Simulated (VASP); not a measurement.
# HfIrC2 (P6/mmm) in VASP: notebook

Runs on HfIrC2. Level: PBE. Tasks: single point, relaxation of cell and atoms.

All numbers are computed with VASP 6.6.1; they aren't measurements. Logs are shortened: lines on timing, memory, paths and dates and some standing lists are left out, and cuts for length are marked.

### 1 The cell of the first run

The structure is hexagonal, space group P6/mmm (No. 191). The conventional cell has a = 3.914 Å, b = 3.914 Å, c = 5.140 Å, α = 90.00°, β = 90.00°, γ = 120.00°. Hf (site symmetry 6/mmm) has 6 C at 2.26 Å and 2 Ir at 2.57 Å within 3.0 Å. Within 3.5 Å of Ir (site symmetry 6/mmm) lie 2 Hf at 2.57 Å and 12 C at 3.42 Å. C (site symmetry -6m2) has 3 Hf at 2.26 Å and 3 C at 2.26 Å within 3.0 Å.

The cell was generated, and may not be a known phase.

### 2 Single point, PBE

INCAR

```
SYSTEM = HfIrC2
  ALGO = Normal
  EDIFF = 1E-6
  ENCUT = 520
  GGA = PE
  ISIF = 2
  ISMEAR = 0
  LASPH = .True.
  LCHARG = .False.
  LREAL = .False.
  LWAVE = .False.
  NBANDS = 22
  NELM = 100
  PREC = Accurate
  SIGMA = 0.1
```

KPOINTS

```
k-points
0
Gamma
  12 12 10
  0 0 0
```

POSCAR

```
HfIrC2
1.0
    3.9137599154      0.0000000000      0.0000000000
   -1.9568799577      3.3894155111      0.0000000000
    0.0000000000      0.0000000000      5.1397901477
Hf Ir C
1 1 2
Direct
    0.0000000000      0.0000000000      0.0000000000
    0.0000000000      0.0000000000      0.5000000000
    0.3333333333      0.6666666667      0.0000000000
    0.6666666667      0.3333333333      0.0000000000
```

Potentials or basis: VASP PAW PBE potentials, release 64 (Hf_pv, Ir, C).

Launch:

```bash
> cat potpaw_PBE.64/Hf_pv/POTCAR potpaw_PBE.64/Ir/POTCAR potpaw_PBE.64/C/POTCAR > POTCAR
> mpirun -np 1 vasp_std > vasp.out
```

OUTCAR:

```text
SYSTEM = HfIrC2
   EDIFF = 1E-6
   ENCUT = 520
   GGA = PE
   ISIF = 2
   ISMEAR = 0
   LASPH = .True.
   LREAL = .False.
   NELM = 100
   PREC = Accurate

 ion  position               nearest neighbor table
   1  0.000  0.000  0.000-   3 2.26   4 2.26   4 2.26   3 2.26   4 2.26   3 2.26   2 2.57   2 2.57

   2  0.000  0.000  0.500-   1 2.57   1 2.57
   3  0.333  0.667  0.000-   1 2.26   1 2.26   1 2.26
   4  0.667  0.333  0.000-   1 2.26   1 2.26   1 2.26

  LATTYP: Found a hexagonal cell.
 ALAT       =     3.9137599154
 C/A-ratio  =     1.3132614823

  Lattice vectors:

 A1 = (   3.9137599154,   0.0000000000,   0.0000000000)
 A2 = (  -1.9568799577,   3.3894155111,   0.0000000000)
 A3 = (   0.0000000000,   0.0000000000,   5.1397901477)

Analysis of symmetry for initial positions (statically):
=====================================================================
 Subroutine PRICEL returns:
 Original cell was already a primitive cell.

 Routine SETGRP: Setting up the symmetry group for a
 hexagonal supercell.

 Subroutine GETGRP returns: Found 24 space group operations
 (whereof 24 operations were pure point group operations)
 out of a pool of 24 trial point group operations.

The static configuration has the point symmetry D_6h.

Analysis of symmetry for dynamics (positions and initial velocities):
=====================================================================
 Subroutine PRICEL returns:
 Original cell was already a primitive cell.

 Routine SETGRP: Setting up the symmetry group for a
 hexagonal supercell.

 Subroutine GETGRP returns: Found 24 space group operations
 (whereof 24 operations were pure point group operations)
 out of a pool of 24 trial point group operations.

The dynamic configuration has the point symmetry D_6h.

 Subroutine INISYM returns: Found 24 space group operations
 (whereof 24 operations are pure point group operations),
 and found     1 'primitive' translations

----------------------------------------------------------------------------------------

                                     Primitive cell

  volume of cell :      68.1812

  direct lattice vectors                    reciprocal lattice vectors
     3.913759915  0.000000000  0.000000000     0.255508775  0.147518060  0.000000000
    -1.956879958  3.389415511  0.000000000     0.000000000  0.295036120  0.000000000
     0.000000000  0.000000000  5.139790148     0.000000000  0.000000000  0.194560473

  length of vectors
     3.913759915  3.913759915  5.139790148     0.295036120  0.295036120  0.194560473

  position of ions in fractional coordinates (direct lattice)
     0.000000000  0.000000000  0.000000000
     0.000000000  0.000000000  0.500000000
     0.333333333  0.666666667  0.000000000
     0.666666667  0.333333333  0.000000000

  ion indices of the primitive-cell ions
   primitive index   ion index
                 1           1
                 2           2
                 3           3
                 4           4

----------------------------------------------------------------------------------------

 KPOINTS: k-points

Automatic generation of k-mesh.
 Grid dimensions read from file:
 generate k-points for:   12   12   10

 Generating k-lattice:

  Cartesian coordinates                     Fractional coordinates (reciprocal lattice)
     0.021292398  0.012293172  0.000000000     0.083333333  0.000000000  0.000000000
     0.000000000  0.024586343  0.000000000     0.000000000  0.083333333  0.000000000
     0.000000000  0.000000000  0.019456047     0.000000000  0.000000000  0.100000000

  Length of vectors
     0.024586343  0.024586343  0.019456047

  Shift w.r.t. Gamma in fractional coordinates (k-lattice)
     0.000000000  0.000000000  0.000000000

 Subroutine IBZKPT returns following result:
 ===========================================

 Found    114 irreducible k-points:

 Following reciprocal coordinates:
            Coordinates               Weight
  0.000000  0.000000  0.000000      1.000000
  0.083333 -0.000000  0.000000      6.000000
  0.166667 -0.000000  0.000000      6.000000
  0.250000 -0.000000  0.000000      6.000000
  0.333333 -0.000000  0.000000      6.000000
  0.416667  0.000000  0.000000      6.000000
[... 16 lines left out ...]
  0.250000 -0.000000  0.100000     12.000000
  0.333333 -0.000000  0.100000     12.000000
 [... further k-points ...]
   k-points           NKPTS =    114   k-points in BZ     NKDIM =    114   number of bands    NBANDS=     22
   number of dos      NEDOS =    301   number of ions     NIONS =      4
   total plane-waves  NPLWV =  36000
   dimension x,y,z NGX =    30 NGY =   30 NGZ =   40
   dimension x,y,z NGXF=    60 NGYF=   60 NGZF=   80
   ions per type =               1   1   2
   NGX,Y,Z   is equivalent  to a cutoff of  12.74, 12.74, 12.94 a.u.
   NGXF,Y,Z  is equivalent  to a cutoff of  25.49, 25.49, 25.88 a.u.
 SYSTEM =  HfIrC2
   PREC   = accura    normal or accurate (medium, high low for compatibility)
   ISTART =      0    job   : 0-new  1-cont  2-samecut
   ICHARG =      2    charge: 1-file 2-atom 10-const
   ISPIN  =      1    spin polarized calculation?
   LNONCOLLINEAR =      F non collinear calculations
   LSORBIT =      F    spin-orbit coupling
   LASPH  =      T    aspherical Exc in radial PAW
   ENCUT  =  520.0 eV  38.22 Ry    6.18 a.u.   7.28  7.28  9.56*2*pi/ulx,y,z
   NELM   =    100;   NELMIN=  2; NELMDL= -5     # of ELM steps
   EDIFF  = 0.1E-05   stopping-criterion for ELM
   LREAL  =      F    real-space projection
   EDIFFG = 0.1E-04   stopping-criterion for IOM
   NSW    =      0    number of steps for IOM
   IBRION =     -1    ionic relax: 0-MD 1-quasi-New 2-CG
   NFREE  =      0    steps in history (QN), initial steepest desc. (CG)
   ISIF   =      2    stress and relaxation
   ISYM   =      2    0-nonsym 1-usesym 2-fastsym
   POTIM  = 0.5000    time-step for ionic-motion
   TEBEG  =    0.0;   TEEND  =   0.0 temperature during run
   PSTRESS=    0.0 pullay stress
   NELECT =      27.0000    total number of electrons
   NUPDOWN=      -1.0000    fix difference up-down
   EMIN   =  10.00;   EMAX   =-10.00  energy-range for DOS
   EFERMI =   0.00;   METHOD = LEGACY
   ISMEAR =     0;   SIGMA  =   0.10  broadening in eV -4-tet -1-fermi 0-gaus
   EFERMI_NEDOS =   21; number of points for ismear=-14 and -15
   IALGO  =     38    algorithm
   IMIX   =      4    mixing-type and parameters
     AMIX     =   0.40;   BMIX     =  1.00
     AMIX_MAG =   1.60;   BMIX_MAG =  1.00
  volume/ion in A,a.u.               =      17.05       115.03
  Fermi-wavevector in a.u.,A,eV,Ry     =   1.202194  2.271818 19.664104  1.445271
  Thomas-Fermi vector in A             =   2.337982
   LORBIT       =      0    0 simple, 1 ext, 2 COOP (PROOUT), +10 PAW based schemes
   GGA     = PE    functional components
   LHFCALC =     F    Hartree Fock is set to
   AEXX    =    0.0000 exact exchange contribution
   IVDW    =     0    specifies the selected vdW correction
   LEPSILON=     F    determine dielectric tensor
   LRPA    =     F    only Hartree local field effects (RPA)
 non-spin polarized calculation
 Gauss-broadening in eV      SIGMA  =   0.10
  energy-cutoff  :      520.00
  volume of cell :       68.18
 maximum number of plane-waves:      1856
 NGX is ok and might be reduce to    30
   NGX = 15   NGY = 15   NGZ = 19

 number of electron      26.9999999 magnetization

 Free energy of the ion-electron system (eV)
  ---------------------------------------------------
  ext. energy  EPLUGINS =         0.00000000
  ---------------------------------------------------
  free energy    TOTEN  =       -27.47105680 eV

  energy without entropy =      -27.45214878  energy(sigma->0) =      -27.46160279

 E-fermi :   3.2678     XC(G=0): -10.5900

 val. band max:        3.2659947560   @ k =   0.4167   0.0833   0.5000
 cond. band min:       3.2720206524   @ k =   0.2500   0.0833   0.4000
 fundamental gap:      0.0060258964
 Fermi energy:         3.2677709796

 k-point     1 :       0.0000    0.0000    0.0000
  band No.  band energies     occupation
      1     -26.7408      2.00000
      2     -26.5868      2.00000
      3     -26.5868      2.00000
      4      -9.5859      2.00000
      5      -2.4467      2.00000
      6      -1.9378      2.00000
[... 14 lines left out ...]
     21      12.8080      0.00000
     22      13.6979      0.00000

 k-point     2 :       0.0833   -0.0000    0.0000
  band No.  band energies     occupation
      1     -26.7400      2.00000
      2     -26.5972      2.00000
      3     -26.5894      2.00000
      4      -9.4799      2.00000
      5      -3.2797      2.00000
      6      -1.8427      2.00000
[... 14 lines left out ...]
     21      12.3397      0.00000
     22      13.4912      0.00000

 k-point     3 :       0.1667   -0.0000    0.0000
  band No.  band energies     occupation
      1     -26.7378      2.00000
      2     -26.6256      2.00000
      3     -26.5966      2.00000
      4      -9.1718      2.00000
      5      -4.1762      2.00000
      6      -1.5643      2.00000
[... 14 lines left out ...]
     21      11.0278      0.00000
     22      12.9773      0.00000

 k-point     4 :       0.2500   -0.0000    0.0000
  band No.  band energies     occupation
      1     -26.7348      2.00000
      2     -26.6639      2.00000
      3     -26.6064      2.00000
      4      -8.6918      2.00000
      5      -4.9416      2.00000
      6      -1.1271      2.00000
[... 14 lines left out ...]
     21      11.0870      0.00000
     22      12.3504      0.00000

 k-point     5 :       0.3333   -0.0000    0.0000
  band No.  band energies     occupation
      1     -26.7318      2.00000
      2     -26.7017      2.00000
      3     -26.6161      2.00000
      4      -8.0907      2.00000
      5      -5.5963      2.00000
      6      -0.7639      2.00000
[... 14 lines left out ...]
     21      10.9632      0.00000
     22      11.7740      0.00000

 k-point     6 :       0.4167    0.0000    0.0000
  band No.  band energies     occupation
      1     -26.7296      2.00000
      2     -26.7292      2.00000
      3     -26.6232      2.00000
      4      -7.4380      2.00000
      5      -6.1896      2.00000
      6      -0.7691      2.00000
[... 14 lines left out ...]
     21      10.5751      0.00000
     22      10.8338      0.00000

 k-point     7 :       0.5000   -0.0000    0.0000
  band No.  band energies     occupation
      1     -26.7392      2.00000
      2     -26.7287      2.00000
      3     -26.6258      2.00000
      4      -6.8658      2.00000
      5      -6.7212      2.00000
      6      -0.7846      2.00000
[... 324 lines left out ...]
      6      -1.9342      2.00000
[... 14 lines left out ...]
     21      13.1337      0.00000
     22      13.9591      0.00000

 k-point    21 :       0.0833   -0.0000    0.1000
  band No.  band energies     occupation
      1     -26.7463      2.00000
      2     -26.5974      2.00000
      3     -26.5896      2.00000
      4      -9.4746      2.00000
      5      -3.2777      2.00000
      6      -1.8392      2.00000
[... 14 lines left out ...]
     21      12.6667      0.00000
     22      13.7425      0.00000

 k-point    22 :       0.1667   -0.0000    0.1000
  band No.  band energies     occupation
      1     -26.7441      2.00000
      2     -26.6257      2.00000
      3     -26.5968      2.00000
      4      -9.1668      2.00000
      5      -4.1742      2.00000
      6      -1.5616      2.00000
[... 14 lines left out ...]
     21      11.4414      0.00000
     22      13.2217      0.00000

 k-point    23 :       0.2500   -0.0000    0.1000
  band No.  band energies     occupation
      1     -26.7410      2.00000
      2     -26.6640      2.00000
      3     -26.6065      2.00000
      4      -8.6872      2.00000
      5      -4.9397      2.00000
      6      -1.1260      2.00000
[... 14 lines left out ...]
     21      10.6907      0.00000
     22      12.5985      0.00000

 k-point    24 :       0.3333   -0.0000    0.1000
  band No.  band energies     occupation
      1     -26.7380      2.00000
      2     -26.7019      2.00000
      3     -26.6162      2.00000
      4      -8.0868      2.00000
      5      -5.5946      2.00000
      6      -0.7290      2.00000
[... 14 lines left out ...]
     21      10.5490      0.00000
     22      12.0336      0.00000

 [... further k-points ...]

------------------------ aborting loop because EDIFF is reached ----------------------------------------

  FORCE on cell =-STRESS in cart. coord.  units (eV):
  Direction    XX          YY          ZZ          XY          YZ          ZX
  --------------------------------------------------------------------------------------
  -------------------------------------------------------------------------------------
  Total       -0.0201653     -0.0201653     -0.1849872      0.0000000      0.0000000      0.0000000
  in kB       -0.4738618     -0.4738618     -4.3469832      0.0000000      0.0000000      0.0000000
  external PRESSURE =      -1.7649023 kB  Pullay stress =       0.0000000 kB

 VOLUME and BASIS-vectors are now :
 -----------------------------------------------------------------------------
  energy-cutoff  :      520.00
  volume of cell :       68.18
      direct lattice vectors                 reciprocal lattice vectors
     3.913759915  0.000000000  0.000000000     0.255508775  0.147518060  0.000000000
    -1.956879958  3.389415511  0.000000000     0.000000000  0.295036120  0.000000000
     0.000000000  0.000000000  5.139790148     0.000000000  0.000000000  0.194560473

 POSITION                                       TOTAL-FORCE (eV/Angst)
 -----------------------------------------------------------------------------------
      0.00000      0.00000      0.00000         0.000000      0.000000     -0.000000
      0.00000      0.00000      2.56990         0.000000      0.000000     -0.000000
     -0.00000      2.25961      0.00000         0.000000     -0.000000      0.000000
      1.95688      1.12981      0.00000        -0.000000      0.000000     -0.000000
 -----------------------------------------------------------------------------------
    total drift:                               -0.000000      0.000000      0.000000

  FREE ENERGIE OF THE ION-ELECTRON SYSTEM (eV)
  ---------------------------------------------------
  free  energy   TOTEN  =       -27.4710567995 eV

  energy  without entropy=      -27.4521487775  energy(sigma->0) =      -27.46160279
```

Wall time 1.7 min (1 thread of Intel Xeon 6975P-C (Granite Rapids), shared host); peak memory 0.32 GiB.

What came out:

- Free energy: -27.4711 eV
- Pressure: -0.2 GPa
- Band gap on the k mesh: zero (an odd number of electrons rules out a gap without spin polarisation)

Stress tensor (GPa, compression positive):
```
-0.05  0.00  0.00
 0.00 -0.05  0.00
 0.00  0.00 -0.43
```

Levels at points of the mesh, in eV from the Fermi level:
```
           k point  band 10  band 11  band 12  band 13  band 14  band 15  band 16  band 17  band 18  band 19
(0.00, 0.00, 0.00)    -2.25    -1.78    -1.78    -0.73    -0.73     2.02     2.45     2.45     4.68     4.68
(0.50, 0.00, 0.00)    -2.00    -1.39    -0.46    -0.14     0.31     0.40     0.81     2.54     2.70     4.33
(0.00, 0.00, 0.50)    -1.13    -1.13    -0.85    -0.85     0.53     1.06     1.93     2.51     2.51     2.72
(0.50, 0.00, 0.50)    -1.38    -1.35    -0.89    -0.12    -0.07     0.43     1.17     1.68     1.80     2.65
```

Caveat: spin-orbit coupling is left out, which moves the levels of the heavy elements.

### 3 Relaxation of cell and atoms, PBE

This run uses another cell than the first one, of 17.09 Å³/atom.

INCAR

```
PREC     = Accurate       # precision mode
ENCUT    = 600            # plane-wave cutoff, eV
EDIFF    = 1E-6           # SCF threshold, eV
ISMEAR   = 0              # smearing method
SIGMA    = 0.1            # smearing width, eV
LREAL    = False          # projectors in reciprocal space
LASPH    = True           # aspherical terms in the spheres
NELM     = 100            # most SCF steps
ALGO     = Normal         # electronic algorithm
ISIF     = 3              # what is computed and relaxed
LWAVE    = False          # write WAVECAR
LCHARG   = False          # write CHGCAR
GGA      = PE             # functional
IBRION   = 2              # ionic algorithm
NSW      = 100            # ionic steps
EDIFFG   = -0.01          # ionic threshold
```

KPOINTS

```
Automatic mesh
0
Gamma
  12 12 10
```

POSCAR

```
HfIrC2
1.0
    3.9221528215      0.0000000000      0.0000000000
   -1.9610764108      3.3966839810      0.0000000000
    0.0000000000      0.0000000000      5.1298520576
Hf Ir C
1 1 2
Direct
    0.0000000000      0.0000000000      0.0000000000
    0.0000000000      0.0000000000      0.5000000000
    0.3333333333      0.6666666667      0.0000000000
    0.6666666667      0.3333333333      0.0000000000
```

Potentials or basis: VASP PAW PBE potentials, release 64 (Hf_pv, Ir, C).

Launch:

```bash
> cat potpaw_PBE.64/Hf_pv/POTCAR potpaw_PBE.64/Ir/POTCAR potpaw_PBE.64/C/POTCAR > POTCAR
> mpirun -np 1 vasp_std > vasp.out
```

Run time: 3.4 min. Hardware: 1 thread of Intel Xeon 6975P-C (Granite Rapids), shared host; peak memory 0.34 GiB.

Results (log left out):

```
Free energy                           : -27.4722 eV
Relaxed volume                        : 17.01 Å³/atom
Relaxed cell                          : a = 3.914 Å, b = 3.914 Å, c = 5.130 Å, α = 90.00°, β = 90.00°, γ = 120.00°
Space group after relaxing (to 0.1 Å) : P6/mmm (No. 191)
Energy gained by relaxing             : 0.1 meV/atom
Ionic steps                           : 5
Pressure after relaxing               : 0.0 GPa
Band gap on the k mesh                : zero (an odd number of electrons rules out a gap without spin polarisation)
```

The path:
```
step  energy change (eV)  largest force (eV/Å)  pressure (GPa)  volume (Å³)
   1              0.0000                0.0000           -0.49        68.34
   2             -0.0003                0.0000            0.37        67.83
   3             -0.0006                0.0000            0.03        68.04
   4             -0.0006                0.0000            0.03        68.03
   5             -0.0006                0.0000            0.02        68.05
```

Final structure:
```
Hf Ir C
1.0
     3.91364    0.00000    0.00000
    -1.95682    3.38931    0.00000
     0.00000    0.00000    5.13032
Hf Ir C
1 1 2
Cartesian
  0.0000 0.0000 5.1303
  0.0000 0.0000 2.5652
  0.0000 2.2595 0.0000
  1.9568 1.1298 0.0000
```

Levels at points of the mesh, in eV from the Fermi level:
```csv
k point,band 11,band 12,band 13,band 14,band 15,band 16,band 17
"(0.00, 0.00, 0.00)",-1.80,-1.80,-0.73,-0.73,2.02,2.45,2.45
"(0.50, 0.00, 0.00)",-1.39,-0.47,-0.14,0.31,0.41,0.81,2.54
"(0.00, 0.00, 0.50)",-1.14,-0.86,-0.86,0.54,1.08,1.93,2.50
"(0.50, 0.00, 0.50)",-1.35,-0.90,-0.12,-0.07,0.42,1.18,1.69
```

Caveat: spin-orbit coupling is left out, which moves the levels of the heavy elements.
